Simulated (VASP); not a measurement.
**ScRu3: single point with LDA**

Crystal: ScRu3.

```
Ru Sc
1.0
     3.93844    0.00000    0.00000
     0.00000    3.93844    0.00000
     0.00000    0.00000    3.93844
Ru Sc
3 1
Direct
  0.50000 0.50000 0.00000
  0.50000 0.00000 0.50000
  0.00000 0.50000 0.50000
  0.00000 0.00000 0.00000
```

```json
{
 "Program": "VASP 6.6.1",
 "Task": "single point",
 "Functional": "LDA",
 "Potentials or basis": "VASP PAW LDA potentials, release 64 (Ru_pv, Sc_sv)",
 "Cutoff": "520 eV",
 "k mesh": "8 × 8 × 8",
 "Occupations": "fermi-dirac, width 0.1 eV",
 "Spin": "no spin polarisation"
}
```

The pressure is -13.8 GPa.

Levels at points of the mesh, in eV from the Fermi level:
| k point | band 24 | band 25 | band 26 | band 27 | band 28 | band 29 | band 30 | band 31 |
| --- | --- | --- | --- | --- | --- | --- | --- | --- |
| (0.00, 0.00, 0.00) | 0.67 | 0.67 | 1.79 | 2.25 | 2.25 | 2.25 | 3.92 | 3.92 |
| (0.50, 0.00, 0.00) | -0.85 | -0.58 | -0.19 | -0.19 | -0.09 | 0.94 | 2.26 | 2.64 |
| (0.50, 0.50, 0.00) | -1.50 | -0.75 | -0.72 | -0.72 | -0.12 | 0.11 | 0.22 | 3.17 |
| (0.50, 0.50, 0.50) | -0.50 | -0.50 | 1.10 | 1.65 | 1.65 | 1.65 | 1.82 | 1.82 |

Wall time 53 s on 1 thread of AMD EPYC 7R13 Processor (Zen 3), with other jobs on the host, peak memory 0.16 GiB.
